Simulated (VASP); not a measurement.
# GaF (F-43m) in VASP: a series of runs, part 3 of 3

VASP 6.6.1. Earlier steps stand in the parts before.

**6. Single point, PBE (volume scaled by 1.04)**

Input file INCAR:

```
SYSTEM = GaF
PREC = Accurate
ENCUT = 520
EDIFF = 1E-7
ISMEAR = -1
SIGMA = 0.05
LREAL = .FALSE.
LASPH = .TRUE.
NELM = 80
ALGO = Normal
ISIF = 2
LWAVE = .FALSE.
LCHARG = .FALSE.
GGA = PE
NBANDS = 17
```

Input file KPOINTS:

```
Automatic mesh
0
G
  8 8 8
  0 0 0
```

Input file POSCAR:

```
GaF
1.0
    0.0000000000      2.8836948215      2.8836948215
    2.8836948215      0.0000000000      2.8836948215
    2.8836948215      2.8836948215      0.0000000000
Ga F
1 1
Direct
    0.2500000000      0.2500000000      0.2500000000
    0.0000000000      0.0000000000      0.0000000000
```

Potentials or basis: VASP PAW PBE potentials, release 64 (Ga_d, F).

Command:

```console
> cat potpaw_PBE.64/Ga_d/POTCAR potpaw_PBE.64/F/POTCAR > POTCAR
> mpirun -np 1 vasp_std > vasp.out
```

OUTCAR:

```text
SYSTEM = GaF
   PREC = Accurate
   ENCUT = 520
   EDIFF = 1E-7
   ISMEAR = -1
   LREAL = .FALSE.
   LASPH = .TRUE.
   NELM = 80
   ISIF = 2
   GGA = PE

 ion  position               nearest neighbor table
   1  0.250  0.250  0.250-
   2  0.000  0.000  0.000-

  LATTYP: Found a face centered cubic cell.
 ALAT       =     5.7673896430

  Lattice vectors:

 A1 = (   0.0000000000,   2.8836948215,   2.8836948215)
 A2 = (   2.8836948215,   0.0000000000,   2.8836948215)
 A3 = (   2.8836948215,   2.8836948215,   0.0000000000)

Analysis of symmetry for initial positions (statically):
=====================================================================
 Subroutine PRICEL returns:
 Original cell was already a primitive cell.

 Routine SETGRP: Setting up the symmetry group for a
 face centered cubic supercell.

 Subroutine GETGRP returns: Found 24 space group operations
 (whereof 24 operations were pure point group operations)
 out of a pool of 48 trial point group operations.

The static configuration has the point symmetry T_d .

Analysis of symmetry for dynamics (positions and initial velocities):
=====================================================================
 Subroutine PRICEL returns:
 Original cell was already a primitive cell.

 Routine SETGRP: Setting up the symmetry group for a
 face centered cubic supercell.

 Subroutine GETGRP returns: Found 24 space group operations
 (whereof 24 operations were pure point group operations)
 out of a pool of 48 trial point group operations.

The dynamic configuration has the point symmetry T_d .

 Subroutine INISYM returns: Found 24 space group operations
 (whereof 24 operations are pure point group operations),
 and found     1 'primitive' translations

----------------------------------------------------------------------------------------

                                     Primitive cell

  volume of cell :      47.9599

  direct lattice vectors                    reciprocal lattice vectors
     0.000000000  2.883694821  2.883694821    -0.173388667  0.173388667  0.173388667
     2.883694821  0.000000000  2.883694821     0.173388667 -0.173388667  0.173388667
     2.883694821  2.883694821  0.000000000     0.173388667  0.173388667 -0.173388667

  length of vectors
     4.078160326  4.078160326  4.078160326     0.300317980  0.300317980  0.300317980

  position of ions in fractional coordinates (direct lattice)
     0.250000000  0.250000000  0.250000000
     0.000000000  0.000000000  0.000000000

  ion indices of the primitive-cell ions
   primitive index   ion index
                 1           1
                 2           2

----------------------------------------------------------------------------------------

 KPOINTS: Automatic mesh

Automatic generation of k-mesh.
 Grid dimensions read from file:
 generate k-points for:    8    8    8

 Generating k-lattice:

  Cartesian coordinates                     Fractional coordinates (reciprocal lattice)
    -0.021673583  0.021673583  0.021673583     0.125000000  0.000000000  0.000000000
     0.021673583 -0.021673583  0.021673583     0.000000000  0.125000000  0.000000000
     0.021673583  0.021673583 -0.021673583     0.000000000  0.000000000  0.125000000

  Length of vectors
     0.037539748  0.037539748  0.037539748

  Shift w.r.t. Gamma in fractional coordinates (k-lattice)
     0.000000000  0.000000000  0.000000000

 Subroutine IBZKPT returns following result:
 ===========================================

 Found     29 irreducible k-points:

 Following reciprocal coordinates:
            Coordinates               Weight
  0.000000  0.000000  0.000000      1.000000
  0.125000  0.000000  0.000000      8.000000
  0.250000  0.000000  0.000000      8.000000
  0.375000  0.000000  0.000000      8.000000
  0.500000  0.000000  0.000000      4.000000
  0.125000  0.125000  0.000000      6.000000
[... 16 lines left out ...]
  0.500000  0.250000  0.125000     48.000000
 -0.375000  0.250000  0.125000     24.000000
 [... further k-points ...]
   k-points           NKPTS =     29   k-points in BZ     NKDIM =     29   number of bands    NBANDS=     17
   number of dos      NEDOS =    301   number of ions     NIONS =      2
   total plane-waves  NPLWV =  27000
   dimension x,y,z NGX =    30 NGY =   30 NGZ =   30
   dimension x,y,z NGXF=    60 NGYF=   60 NGZF=   60
   ions per type =               1   1
   NGX,Y,Z   is equivalent  to a cutoff of  12.23, 12.23, 12.23 a.u.
   NGXF,Y,Z  is equivalent  to a cutoff of  24.46, 24.46, 24.46 a.u.
 SYSTEM =  GaF
   PREC   = accura    normal or accurate (medium, high low for compatibility)
   ISTART =      0    job   : 0-new  1-cont  2-samecut
   ICHARG =      2    charge: 1-file 2-atom 10-const
   ISPIN  =      1    spin polarized calculation?
   LNONCOLLINEAR =      F non collinear calculations
   LSORBIT =      F    spin-orbit coupling
   LASPH  =      T    aspherical Exc in radial PAW
   ENCUT  =  520.0 eV  38.22 Ry    6.18 a.u.   7.58  7.58  7.58*2*pi/ulx,y,z
   NELM   =     80;   NELMIN=  2; NELMDL= -5     # of ELM steps
   EDIFF  = 0.1E-06   stopping-criterion for ELM
   LREAL  =      F    real-space projection
   EDIFFG = 0.1E-05   stopping-criterion for IOM
   NSW    =      0    number of steps for IOM
   IBRION =     -1    ionic relax: 0-MD 1-quasi-New 2-CG
   NFREE  =      0    steps in history (QN), initial steepest desc. (CG)
   ISIF   =      2    stress and relaxation
   ISYM   =      2    0-nonsym 1-usesym 2-fastsym
   POTIM  = 0.5000    time-step for ionic-motion
   TEBEG  =    0.0;   TEEND  =   0.0 temperature during run
   PSTRESS=    0.0 pullay stress
   NELECT =      20.0000    total number of electrons
   NUPDOWN=      -1.0000    fix difference up-down
   EMIN   =  10.00;   EMAX   =-10.00  energy-range for DOS
   EFERMI =   0.00;   METHOD = LEGACY
   ISMEAR =    -1;   SIGMA  =   0.05  broadening in eV -4-tet -1-fermi 0-gaus
   EFERMI_NEDOS =   21; number of points for ismear=-14 and -15
   IALGO  =     38    algorithm
   IMIX   =      4    mixing-type and parameters
     AMIX     =   0.40;   BMIX     =  1.00
     AMIX_MAG =   1.60;   BMIX_MAG =  1.00
  volume/ion in A,a.u.               =      23.98       161.82
  Fermi-wavevector in a.u.,A,eV,Ry     =   1.223091  2.311307 20.353666  1.495952
  Thomas-Fermi vector in A             =   2.358215
   LORBIT       =      0    0 simple, 1 ext, 2 COOP (PROOUT), +10 PAW based schemes
   GGA     = PE    functional components
   LHFCALC =     F    Hartree Fock is set to
   AEXX    =    0.0000 exact exchange contribution
   IVDW    =     0    specifies the selected vdW correction
   LEPSILON=     F    determine dielectric tensor
   LRPA    =     F    only Hartree local field effects (RPA)
 non-spin polarized calculation
  energy-cutoff  :      520.00
  volume of cell :       47.96
 maximum number of plane-waves:      1308
   NGX = 15   NGY = 15   NGZ = 15

 number of electron      19.9999987 magnetization

 Free energy of the ion-electron system (eV)
  ---------------------------------------------------
  ext. energy  EPLUGINS =         0.00000000
  ---------------------------------------------------
  free energy    TOTEN  =        -7.53405094 eV

  energy without entropy =       -7.53405094  energy(sigma->0) =       -7.53405094

 E-fermi :   0.6979     XC(G=0):  -7.7977

 val. band max:       -0.3875572807   @ k =  -0.2500   0.5000   0.2500
 cond. band min:       2.0318374127   @ k =   0.5000   0.5000   0.0000
 fundamental gap:      2.4193946934
 Fermi energy:         0.6979109828

 k-point     1 :       0.0000    0.0000    0.0000
  band No.  band energies     occupation
      1     -21.8980      2.00000
      2     -13.7450      2.00000
      3     -13.7450      2.00000
      4     -13.7450      2.00000
      5     -13.7274      2.00000
      6     -13.7274      2.00000
[... 9 lines left out ...]
     16      13.1185      0.00000
     17      13.1185      0.00000

 k-point     2 :       0.1250    0.0000    0.0000
  band No.  band energies     occupation
      1     -21.8933      2.00000
      2     -13.7432      2.00000
      3     -13.7432      2.00000
      4     -13.7402      2.00000
      5     -13.7273      2.00000
      6     -13.7273      2.00000
[... 9 lines left out ...]
     16      12.7613      0.00000
     17      12.7613      0.00000
[... 421 lines left out ...]
 k-point    24 :      -0.3750    0.2500    0.1250
  band No.  band energies     occupation
      1     -21.8548      2.00000
      2     -13.7385      2.00000
      3     -13.7332      2.00000
      4     -13.7248      2.00000
      5     -13.7209      2.00000
      6     -13.7029      2.00000
[... 9 lines left out ...]
     16      12.9853      0.00000
     17      14.9499      0.00000

 [... further k-points ...]
[... 5 lines left out ...]
  --------------------------------------------------------------------------------------
  -------------------------------------------------------------------------------------
  Total       -0.3101414     -0.3101414     -0.3101414     -0.0000000     -0.0000000     -0.0000000
  in kB      -10.3607793    -10.3607793    -10.3607793     -0.0000000     -0.0000000     -0.0000000
  external PRESSURE =     -10.3607793 kB  Pullay stress =       0.0000000 kB

 VOLUME and BASIS-vectors are now :
 -----------------------------------------------------------------------------
  energy-cutoff  :      520.00
  volume of cell :       47.96
      direct lattice vectors                 reciprocal lattice vectors
     0.000000000  2.883694821  2.883694821    -0.173388667  0.173388667  0.173388667
     2.883694821  0.000000000  2.883694821     0.173388667 -0.173388667  0.173388667
     2.883694821  2.883694821  0.000000000     0.173388667  0.173388667 -0.173388667

 POSITION                                       TOTAL-FORCE (eV/Angst)
 -----------------------------------------------------------------------------------
      1.44185      1.44185      1.44185         0.000000      0.000000      0.000000
      0.00000      0.00000      0.00000        -0.000000     -0.000000     -0.000000
 -----------------------------------------------------------------------------------
    total drift:                                0.000000      0.000000      0.000000

  FREE ENERGIE OF THE ION-ELECTRON SYSTEM (eV)
  ---------------------------------------------------
  free  energy   TOTEN  =        -7.5340509396 eV

  energy  without entropy=       -7.5340509395  energy(sigma->0) =       -7.53405094
```

OSZICAR:

```text
N       E                     dE             d eps       ncg     rms          rms(c)
DAV:   1     0.124437436404E+03    0.12444E+03   -0.96734E+03   986   0.167E+03
DAV:   2     0.240849825464E+01   -0.12203E+03   -0.11431E+03  1138   0.342E+02
DAV:   3    -0.859467039776E+01   -0.11003E+02   -0.10958E+02  1113   0.884E+01
DAV:   4    -0.875325808350E+01   -0.15859E+00   -0.15852E+00  1168   0.115E+01
DAV:   5    -0.875519944006E+01   -0.19414E-02   -0.19412E-02  1220   0.130E+00    0.598E+00
DAV:   6    -0.759214209719E+01    0.11631E+01   -0.50943E+00  1276   0.162E+01    0.248E+00
DAV:   7    -0.755221313054E+01    0.39929E-01   -0.30260E-01  1041   0.384E+00    0.109E+00
DAV:   8    -0.753381493630E+01    0.18398E-01   -0.82204E-02  1026   0.253E+00    0.326E-01
DAV:   9    -0.753304862298E+01    0.76631E-03   -0.55753E-03  1107   0.556E-01    0.976E-02
DAV:  10    -0.753408918467E+01   -0.10406E-02   -0.11716E-03  1015   0.223E-01    0.454E-02
DAV:  11    -0.753404002023E+01    0.49164E-04   -0.14379E-04  1106   0.908E-02    0.872E-03
DAV:  12    -0.753405115644E+01   -0.11136E-04   -0.21595E-05  1016   0.311E-02    0.269E-03
DAV:  13    -0.753405092897E+01    0.22747E-06   -0.88564E-07  1171   0.904E-03    0.779E-04
DAV:  14    -0.753405093955E+01   -0.10588E-07   -0.25604E-07   954   0.396E-03
   1 F= -.75340509E+01 E0= -.75340509E+01  d E =-.448564E-10
```

stdout:

```text
POSCAR found type information on POSCAR GaF
 POSCAR found :  2 types and       2 ions
 scaLAPACK will be used
 LDA part: xc-table for (Slater+PW92), standard interpolation
 POSCAR, INCAR and KPOINTS ok, starting setup
 FFT: planning ... GRIDC
 FFT: planning ... GRID_SOFT
 FFT: planning ... GRID
 WAVECAR not read
 entering main loop
```

Run time: 35 s. Hardware: 1 thread of Intel Xeon 8259CL, shared host; peak memory 0.17 GiB.

What came out:

```yaml
Free_energy: -7.5341 eV
Pressure: -1.0 GPa
Band_gap_on_the_k_mesh: 2.42 eV, indirect (least direct gap 2.43 eV)
```

Levels at points of the mesh, in eV from the valence-band top:
```
           k point  band 6  band 7  band 8  band 9  band 10  band 11  band 12  band 13  band 14  band 15
(0.00, 0.00, 0.00)  -13.34   -3.79   -2.99   -2.99    -2.99     6.49     6.49     6.49     9.79    13.51
(0.50, 0.00, 0.00)  -13.32   -4.85   -3.12   -3.12    -0.98     2.89     6.42     6.42    10.47    12.34
(0.50, 0.50, 0.00)  -13.33   -4.79   -3.37   -3.37    -0.01     2.42     6.08     6.08     7.72    10.93
```

 A k mesh can miss the band edges.

**7. Overview**

```tsv
cell	k mesh	smearing	gap on the mesh (eV)	pressure (GPa)
a = 4.025 Å, angles 60.0°, 2 atoms	8 × 8 × 8	fermi-dirac 0.05 eV	2.27	-0.1
a = 4.052 Å, angles 60.0°, 2 atoms	8 × 8 × 8	fermi-dirac 0.05 eV	2.35	-0.6
a = 4.104 Å, angles 60.0°, 2 atoms	8 × 8 × 8	fermi-dirac 0.05 eV	2.49	-1.4
a = 4.025 Å, angles 60.0°, 2 atoms	5 × 5 × 5	fermi-dirac 0.04 eV	2.72	-0.1
a = 4.078 Å, angles 60.0°, 2 atoms	8 × 8 × 8	fermi-dirac 0.05 eV	2.42	-1.0
```

Alike in all rows: task single point; level PBE; potentials or basis VASP PAW PBE potentials, release 64 (Ga_d, F); no spin polarisation; cutoff (eV) 520.

Total energies depend on the potentials used, so only differences within one code and one set of settings carry meaning.
